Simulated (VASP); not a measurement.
# Si2W (I4/mmm) in VASP: a series of runs

The runs below take Si2W through single point, relaxation of cell and atoms, with r2SCAN, LDA, BLYP.

Program: VASP 6.6.1. These are calculated values, not measurements. Logs are shortened: lines on timing, memory, paths and dates and some standing lists are left out, and cuts for length are marked.

### 1 The cell of the first run

It takes space group I4/mmm (No. 139, tetragonal). The conventional cell has a = 3.211 Å, b = 3.211 Å, c = 7.806 Å, α = 90.00°, β = 90.00°, γ = 90.00°. W (site symmetry 4/mmm) has 10 Si at 2.61 Å and 4 W at 3.21 Å within 3.4 Å. Within 3.4 Å of Si (site symmetry 4mm) lie 9 Si at 2.58 to 3.21 Å and 5 W at 2.61 Å.

### 2 Single point, r2SCAN

Contents of POSCAR:

```
Si2W
1.0
   -1.6054686370      1.6054686370      3.9029272386
    1.6054686370     -1.6054686370      3.9029272386
    1.6054686370      1.6054686370     -3.9029272386
W Si
1 2
Direct
    0.0000000000      0.0000000000      0.0000000000
    0.6652631110      0.6652631110      0.0000000000
    0.3347368890      0.3347368890      0.0000000000
```

Contents of INCAR.step1:

```
SYSTEM = Si2W
PREC = Accurate
ENCUT = 520
ISMEAR = -1
SIGMA = 0.05
LREAL = .FALSE.
LASPH = .TRUE.
NELM = 100
NBANDS = 18
GGA = PE
ALGO = Normal
EDIFF = 1E-4
LWAVE = .TRUE.
LCHARG = .FALSE.
```

Contents of INCAR.step2:

```
SYSTEM = Si2W
PREC = Accurate
ENCUT = 520
EDIFF = 1E-6
ISMEAR = -1
SIGMA = 0.05
LREAL = .FALSE.
LASPH = .TRUE.
NELM = 100
ALGO = Normal
ISIF = 2
LWAVE = .FALSE.
LCHARG = .FALSE.
METAGGA = R2SCAN
LMIXTAU = .TRUE.
NBANDS = 18
ISTART = 1
```

Contents of KPOINTS:

```
regular mesh
0
G
  12 12 12
  0 0 0
```

Potentials or basis: VASP PAW PBE potentials, release 64 (W_sv, Si).

On the command line:

```console
$ cat potpaw_PBE.64/W_sv/POTCAR potpaw_PBE.64/Si/POTCAR > POTCAR
$ cp INCAR.step1 INCAR
$ mpirun -np 1 vasp_std > vasp.out
$ cp INCAR.step2 INCAR
$ mpirun -np 1 vasp_std > vasp.out
```

OUTCAR:

```text
SYSTEM = Si2W
   PREC = Accurate
   ENCUT = 520
   EDIFF = 1E-6
   ISMEAR = -1
   LREAL = .FALSE.
   LASPH = .TRUE.
   NELM = 100
   ISIF = 2
   METAGGA = R2SCAN
   ISTART = 1

 ion  position               nearest neighbor table
   1  0.000  0.000  0.000-   2 2.61   2 2.61   2 2.61   3 2.61   2 2.61   3 2.61   3 2.61   3 2.61
                             2 2.61   3 2.61
   2  0.665  0.665  0.000-   3 2.58   1 2.61   1 2.61   1 2.61   1 2.61   1 2.61   3 2.63   3 2.63
                             3 2.63   3 2.63
   3  0.335  0.335  0.000-   2 2.58   1 2.61   1 2.61   1 2.61   1 2.61   1 2.61   2 2.63   2 2.63
                             2 2.63   2 2.63

  LATTYP: Found a body centered tetragonal cell.
 ALAT       =     3.2109372740
 C/A-ratio  =     2.4310205436

  Lattice vectors:

 A1 = (  -1.6054686370,   1.6054686370,   3.9029272386)
 A2 = (   1.6054686370,  -1.6054686370,   3.9029272386)
 A3 = (   1.6054686370,   1.6054686370,  -3.9029272386)

Analysis of symmetry for initial positions (statically):
=====================================================================
 Subroutine PRICEL returns:
 Original cell was already a primitive cell.

 Routine SETGRP: Setting up the symmetry group for a
 body centered tetragonal supercell.

 Subroutine GETGRP returns: Found 16 space group operations
 (whereof 16 operations were pure point group operations)
 out of a pool of 16 trial point group operations.

The static configuration has the point symmetry D_4h.

Analysis of symmetry for dynamics (positions and initial velocities):
=====================================================================
 Subroutine PRICEL returns:
 Original cell was already a primitive cell.

 Routine SETGRP: Setting up the symmetry group for a
 body centered tetragonal supercell.

 Subroutine GETGRP returns: Found 16 space group operations
 (whereof 16 operations were pure point group operations)
 out of a pool of 16 trial point group operations.

The dynamic configuration has the point symmetry D_4h.

 Subroutine INISYM returns: Found 16 space group operations
 (whereof 16 operations are pure point group operations),
 and found     1 'primitive' translations

----------------------------------------------------------------------------------------

                                     Primitive cell

  volume of cell :      40.2396

  direct lattice vectors                    reciprocal lattice vectors
    -1.605468637  1.605468637  3.902927239     0.000000000  0.311435545  0.128108973
     1.605468637 -1.605468637  3.902927239     0.311435545  0.000000000  0.128108973
     1.605468637  1.605468637 -3.902927239     0.311435545  0.311435545  0.000000000

  length of vectors
     4.515296238  4.515296238  4.515296238     0.336755115  0.336755115  0.440436372

  position of ions in fractional coordinates (direct lattice)
     0.000000000  0.000000000  0.000000000
     0.665263111  0.665263111  0.000000000
     0.334736889  0.334736889  0.000000000

  ion indices of the primitive-cell ions
   primitive index   ion index
                 1           1
                 2           2
                 3           3

----------------------------------------------------------------------------------------

 KPOINTS: regular mesh

Automatic generation of k-mesh.
 Grid dimensions read from file:
 generate k-points for:   12   12   12

 Generating k-lattice:

  Cartesian coordinates                     Fractional coordinates (reciprocal lattice)
     0.000000000  0.025952962  0.010675748     0.083333333 -0.000000000  0.000000000
     0.025952962  0.000000000  0.010675748    -0.000000000  0.083333333  0.000000000
     0.025952962  0.025952962  0.000000000     0.000000000  0.000000000  0.083333333

  Length of vectors
     0.028062926  0.028062926  0.036703031

  Shift w.r.t. Gamma in fractional coordinates (k-lattice)
     0.000000000  0.000000000  0.000000000

 Subroutine IBZKPT returns following result:
 ===========================================

 Found    163 irreducible k-points:

 Following reciprocal coordinates:
            Coordinates               Weight
  0.000000  0.000000  0.000000      1.000000
  0.083333  0.000000  0.000000      8.000000
  0.166667 -0.000000  0.000000      8.000000
  0.250000  0.000000 -0.000000      8.000000
  0.333333  0.000000  0.000000      8.000000
  0.416667  0.000000 -0.000000      8.000000
[... 16 lines left out ...]
  0.500000  0.166667 -0.000000     16.000000
 -0.416667  0.166667  0.000000     16.000000
 [... further k-points ...]
   k-points           NKPTS =    163   k-points in BZ     NKDIM =    163   number of bands    NBANDS=     18
   number of dos      NEDOS =    301   number of ions     NIONS =      3
   total plane-waves  NPLWV =  46656
   dimension x,y,z NGX =    36 NGY =   36 NGZ =   36
   dimension x,y,z NGXF=    72 NGYF=   72 NGZF=   72
   ions per type =               1   2
   NGX,Y,Z   is equivalent  to a cutoff of  13.25, 13.25, 13.25 a.u.
[... 103 lines left out ...]
  band No.  band energies     occupation
      1     -63.7485      2.00000
      2     -27.4772      2.00000
      3     -27.3759      2.00000
      4     -27.3451      2.00000
      5      -1.6785      2.00000
      6       4.4605      2.00000
[... 10 lines left out ...]
     17      19.3595      0.00000
     18      21.1507      0.00000

 k-point     5 :       0.3333    0.0000    0.0000
  band No.  band energies     occupation
      1     -63.7463      2.00000
      2     -27.5367      2.00000
      3     -27.3713      2.00000
      4     -27.3395      2.00000
      5      -0.7885      2.00000
      6       3.7177      2.00000
[... 10 lines left out ...]
     17      19.6270      0.00000
     18      21.4738      0.00000

 k-point     6 :       0.4167    0.0000   -0.0000
  band No.  band energies     occupation
      1     -63.7447      2.00000
      2     -27.5798      2.00000
      3     -27.3680      2.00000
      4     -27.3353      2.00000
      5       0.2748      2.00000
      6       2.6507      2.00000
[... 10 lines left out ...]
     17      19.2370      0.00000
     18      19.9158      0.00000

 k-point     7 :       0.5000    0.0000   -0.0000
  band No.  band energies     occupation
      1     -63.7440      2.00000
      2     -27.5955      2.00000
      3     -27.3667      2.00000
      4     -27.3338      2.00000
      5       1.3462      2.00000
      6       1.5647      2.00000
[... 10 lines left out ...]
     17      19.0828      0.00000
     18      19.0927      0.00000

 k-point     8 :       0.0833    0.0833    0.0000
  band No.  band energies     occupation
      1     -63.7518      2.00000
      2     -27.3833      2.00000
      3     -27.3721      2.00000
      4     -27.3702      2.00000
      5      -2.5819      2.00000
      6       4.5713      2.00000
[... 10 lines left out ...]
     17      18.4637      0.00000
     18      18.5895      0.00000
[... 229 lines left out ...]
     17      18.8834      0.00000
     18      20.3017      0.00000

 k-point    20 :       0.2500    0.1667   -0.0000
  band No.  band energies     occupation
      1     -63.7463      2.00000
      2     -27.4703      2.00000
      3     -27.4042      2.00000
      4     -27.3726      2.00000
      5      -0.9609      2.00000
      6       3.9215      2.00000
[... 10 lines left out ...]
     17      18.8361      0.00000
     18      21.0134      0.00000

 k-point    21 :       0.3333    0.1667   -0.0000
  band No.  band energies     occupation
      1     -63.7441      2.00000
      2     -27.5288      2.00000
      3     -27.3978      2.00000
      4     -27.3673      2.00000
      5      -0.0712      2.00000
      6       3.4551      2.00000
[... 10 lines left out ...]
     17      19.6207      0.00000
     18      20.8977      0.00000

 k-point    22 :       0.4167    0.1667   -0.0000
  band No.  band energies     occupation
      1     -63.7425      2.00000
      2     -27.5712      2.00000
      3     -27.3930      2.00000
      4     -27.3628      2.00000
      5       0.9566      2.00000
      6       2.5770      2.00000
[... 10 lines left out ...]
     17      19.7633      0.00000
     18      21.2506      0.00000

 k-point    23 :       0.5000    0.1667   -0.0000
  band No.  band energies     occupation
      1     -63.7419      2.00000
      2     -27.5866      2.00000
      3     -27.3911      2.00000
      4     -27.3603      2.00000
      5       1.4609      2.00000
      6       2.0768      2.00000
[... 10 lines left out ...]
     17      19.8426      0.00000
     18      21.2506      0.00000

 k-point    24 :      -0.4167    0.1667    0.0000
  band No.  band energies     occupation
      1     -63.7425      2.00000
      2     -27.5711      2.00000
      3     -27.3928      2.00000
      4     -27.3606      2.00000
      5       0.3652      2.00000
      6       3.2184      2.00000
[... 10 lines left out ...]
     17      19.4957      0.00000
     18      20.8772      0.00000

 [... further k-points ...]

------------------------ aborting loop because EDIFF is reached ----------------------------------------

  FORCE on cell =-STRESS in cart. coord.  units (eV):
  Direction    XX          YY          ZZ          XY          YZ          ZX
  --------------------------------------------------------------------------------------
  -------------------------------------------------------------------------------------
  Total        0.0891045      0.0891045      0.0187459      0.0000000     -0.0000000     -0.0000000
  in kB        3.5477757      3.5477757      0.7463828      0.0000000     -0.0000000     -0.0000000
  external PRESSURE =       2.6139781 kB  Pullay stress =       0.0000000 kB

 VOLUME and BASIS-vectors are now :
 -----------------------------------------------------------------------------
  energy-cutoff  :      520.00
  volume of cell :       40.24
      direct lattice vectors                 reciprocal lattice vectors
    -1.605468637  1.605468637  3.902927239     0.000000000  0.311435545  0.128108973
     1.605468637 -1.605468637  3.902927239     0.311435545  0.000000000  0.128108973
     1.605468637  1.605468637 -3.902927239     0.311435545  0.311435545  0.000000000

 POSITION                                       TOTAL-FORCE (eV/Angst)
 -----------------------------------------------------------------------------------
      0.00000      0.00000      0.00000        -0.000000     -0.000000      0.000000
      0.00000      0.00000      5.19295         0.000000      0.000000      0.010021
      0.00000      0.00000      2.61291         0.000000      0.000000     -0.010021
 -----------------------------------------------------------------------------------
    total drift:                               -0.000000      0.000000     -0.000000

  FREE ENERGIE OF THE ION-ELECTRON SYSTEM (eV)
  ---------------------------------------------------
  free  energy   TOTEN  =       -69.8156062964 eV

  energy  without entropy=      -69.8135263681  energy(sigma->0) =      -69.81456633
```

Run time: 14 min. Hardware: 1 thread of Intel Xeon 8259CL, shared host; peak memory 0.29 GiB.

What came out:

```
Free energy            : -69.8156 eV
Pressure               : 0.3 GPa
Largest force          : 0.010 eV/Å
Band gap on the k mesh : zero (bands 11 and 12 overlap by 1.33 eV)
```

Forces on the atoms (eV/Å):
```
W    0.000  0.000  0.000
Si   0.000  0.000  0.010
Si   0.000  0.000 -0.010
```

Levels at points of the mesh, in eV from the Fermi level:
| k point | band 8 | band 9 | band 10 | band 11 | band 12 | band 13 | band 14 | band 15 |
| --- | --- | --- | --- | --- | --- | --- | --- | --- |
| (0.00, 0.00, 0.00) | -3.41 | -3.06 | -3.06 | 0.60 | 3.04 | 3.16 | 3.20 | 3.20 |
| (0.50, 0.00, 0.00) | -5.22 | -3.01 | -2.88 | -0.50 | 2.93 | 3.00 | 4.20 | 4.83 |
| (0.50, 0.50, 0.00) | -5.69 | -5.33 | -3.47 | -2.00 | 3.06 | 3.29 | 3.43 | 4.19 |
| (0.50, 0.50, 0.50) | -2.69 | -0.97 | -0.97 | -0.53 | -0.53 | 0.79 | 4.92 | 5.58 |

Caveat: the PAW data sets were made with another functional, which shifts forces and pressure a little; spin-orbit coupling is left out, which moves the levels of the heavy elements.

### 3 Relaxation of cell and atoms, LDA

This run uses another cell than the first one, of 13.48 Å³/atom.

Contents of INCAR:

```
SYSTEM = Si2W
PREC     = Accurate       ! precision mode
ENCUT    = 600            ! plane-wave cutoff, eV
EDIFF    = 1E-6           ! SCF threshold, eV
ISMEAR   = -1             ! smearing method
SIGMA    = 0.05           ! smearing width, eV
LREAL    = .FALSE.        ! projectors in reciprocal space
LASPH    = .TRUE.         ! aspherical terms in the spheres
NELM     = 60             ! most SCF steps
ALGO     = Normal         ! electronic algorithm
ISIF     = 3              ! what is computed and relaxed
LWAVE    = .FALSE.        ! write WAVECAR
LCHARG   = .FALSE.        ! write CHGCAR
GGA      = CA             ! functional
IBRION   = 2              ! ionic algorithm
NSW      = 60             ! ionic steps
EDIFFG   = -0.01          ! ionic threshold
```

KPOINTS is that of step 2.

Contents of POSCAR:

```
Si2W
1.0
   -1.6069000000      1.6069000000      3.9149500000
    1.6069000000     -1.6069000000      3.9149500000
    1.6069000000      1.6069000000     -3.9149500000
W Si
1 2
Direct
    0.0000000000      0.0000000000      0.0000000000
    0.6653000000      0.6653000000      0.0000000000
    0.3347000000      0.3347000000      0.0000000000
```

Potentials or basis: VASP PAW LDA potentials, release 64 (W_sv, Si).

On the command line:

```console
$ cat potpaw_LDA.64/W_sv/POTCAR potpaw_LDA.64/Si/POTCAR > POTCAR
$ mpirun -np 1 vasp_std > vasp.out
```

Run time: 13 min. Hardware: 1 thread of Intel Xeon 8259CL, shared host; peak memory 0.27 GiB.

It converged, with:

```
Free energy                           : -27.3575 eV
Relaxed volume                        : 13.19 Å³/atom
Relaxed cell                          : a = 4.497 Å, b = 4.497 Å, c = 4.497 Å, α = 138.47°, β = 138.47°, γ = 60.19°
Space group after relaxing (to 0.1 Å) : I4/mmm (No. 139)
Energy gained by relaxing             : 4.6 meV/atom
Ionic steps                           : 8
Pressure after relaxing               : 0.0 GPa
Band gap on the k mesh                : zero (bands 11 and 12 overlap by 1.34 eV)
```

Step by step:
| step | energy change (eV) | largest force (eV/Å) | pressure (GPa) | volume (Å³) |
| --- | --- | --- | --- | --- |
| 1 | 0.0000 | 0.0386 | -5.02 | 40.44 |
| 2 | 0.0367 | 0.1791 | 10.63 | 38.01 |
| 3 | -0.0137 | 0.0308 | -0.07 | 39.59 |
| 4 | -0.0137 | 0.0325 | -0.01 | 39.57 |
| 5 | -0.0138 | 0.0040 | 0.03 | 39.56 |
| 6 | -0.0138 | 0.0113 | 0.03 | 39.56 |
| 7 | -0.0138 | 0.0118 | 0.02 | 39.56 |
| 8 | -0.0138 | 0.0001 | -0.03 | 39.57 |

Final structure:
```xyz
3
Lattice="-1.5945 1.5945 3.8908 1.5945 -1.5945 3.8908 1.5945 1.5945 -3.8908" Properties=species:S:1:pos:R:3 pbc="T T T"
W     0.0000    0.0000    7.7815
Si    1.5945    1.5945    1.2872
Si    0.0000    0.0000    2.6036
```

Levels at points of the mesh, in eV from the Fermi level:
| k point | band 7 | band 8 | band 9 | band 10 | band 11 | band 12 | band 13 | band 14 | band 15 |
| --- | --- | --- | --- | --- | --- | --- | --- | --- | --- |
| (0.00, 0.00, 0.00) | -3.71 | -3.47 | -2.91 | -2.91 | 0.60 | 2.86 | 2.92 | 3.16 | 3.16 |
| (0.50, 0.00, 0.00) | -5.83 | -4.86 | -2.87 | -2.87 | -0.49 | 2.72 | 2.82 | 3.98 | 4.52 |
| (0.50, 0.50, 0.00) | -6.03 | -5.48 | -5.08 | -3.36 | -1.68 | 2.86 | 2.98 | 3.17 | 3.94 |
| (0.50, 0.50, 0.50) | -3.99 | -2.66 | -0.81 | -0.81 | -0.55 | -0.55 | 0.78 | 4.53 | 5.01 |

Caveat: spin-orbit coupling is left out, which moves the levels of the heavy elements. Zero-point motion and thermal expansion aren't in these numbers.

### 4 Single point, BLYP

This run uses another cell than the first one, of 14.29 Å³/atom.

Contents of INCAR:

```
SYSTEM = Si2W
AGGAC = 1.0 ; AGGAX = 1.0
ALDAC = 0.0 ; ALDAX = 1.0
ALGO = Normal ; EDIFF = 1E-7
ENCUT = 520 ; GGA = B5
ISIF = 2 ; ISMEAR = -1
LASPH = .True. ; LCHARG = .False.
LREAL = .False. ; LWAVE = .False.
NBANDS = 18 ; NELM = 60
PREC = Accurate ; SIGMA = 0.05
```

Contents of KPOINTS:

```
k-points
0
Gamma
  12 12 12
  0 0 0
```

Contents of POSCAR:

```
Si2W
1.0
   -1.6423306449      1.6423306449      3.9741038219
    1.6423306449     -1.6423306449      3.9741038219
    1.6423306449      1.6423306449     -3.9741038219
W Si
1 2
Direct
    0.0000000000      0.0000000000      0.0000000000
    0.6641408651      0.6641408651      0.0000000000
    0.3358591349      0.3358591349      0.0000000000
```

Potentials or basis: VASP PAW PBE potentials, release 64 (W_sv, Si).

On the command line:

```console
$ cat potpaw_PBE.64/W_sv/POTCAR potpaw_PBE.64/Si/POTCAR > POTCAR
$ mpirun -np 1 vasp_std > vasp.out
```

Wall time 2.7 min (1 thread of Intel Xeon Platinum 8259CL at 2.50GHz (Skylake/Cascade Lake), shared host); peak memory 0.28 GiB.

Results (log left out):

- Free energy: -20.7006 eV
- Pressure: 1.0 GPa
- Largest force: 0.010 eV/Å
- Band gap on the k mesh: zero (bands 11 and 12 overlap by 1.12 eV)

Forces on the atoms (eV/Å):
```
W    0.000  0.000  0.000
Si   0.000  0.000  0.010
Si   0.000  0.000 -0.010
```

Stress tensor (GPa, compression positive):
```
0.92 0.00 0.00
0.00 0.92 0.00
0.00 0.00 1.07
```

Levels at points of the mesh, in eV from the Fermi level:
```tsv
k point	band 9	band 10	band 11	band 12	band 13	band 14
(0.00, 0.00, 0.00)	-2.65	-2.65	0.50	2.38	2.87	2.87
(0.50, 0.00, 0.00)	-2.67	-2.47	-0.35	2.41	2.71	3.82
(0.50, 0.50, 0.00)	-4.68	-2.91	-1.56	2.65	2.69	2.82
(0.50, 0.50, 0.50)	-0.80	-0.80	-0.46	-0.46	0.65	4.09
```

Caveat: the PAW data sets were made with another functional, which shifts forces and pressure a little; spin-orbit coupling is left out, which moves the levels of the heavy elements.

### 5 Summary

| task | level | potentials or basis | cell | cutoff (eV) | gap on the mesh (eV) | pressure (GPa) | largest force (eV/Å) |
| --- | --- | --- | --- | --- | --- | --- | --- |
| single point | r2SCAN | VASP PAW PBE potentials, release 64 (W_sv, Si) | a = 4.515 Å, angles 138.3, 138.3, 60.4°, 3 atoms, atomic positions A | 520 | none | 0.3 | 0.01 |
| relaxation of cell and atoms | LDA | VASP PAW LDA potentials, release 64 (W_sv, Si) | relaxed from a = 4.527 Å, angles 138.4, 138.4, 60.3°, 3 atoms, atomic positions A | 600 | none | 0.0 | - |
| single point | BLYP | VASP PAW PBE potentials, release 64 (W_sv, Si) | a = 4.603 Å, angles 138.2, 138.2, 60.6°, 3 atoms, atomic positions B | 520 | none | 1.0 | 0.01 |

Alike in all rows: no spin polarisation; k mesh 12 × 12 × 12; smearing fermi-dirac 0.05 eV.

Caveats: spin-orbit coupling is left out, which moves the levels of the heavy elements; the PAW data sets were made with another functional, which shifts forces and pressure a little (at least some runs).

Total energies depend on the potentials used, so only differences within one code and one set of settings carry meaning.
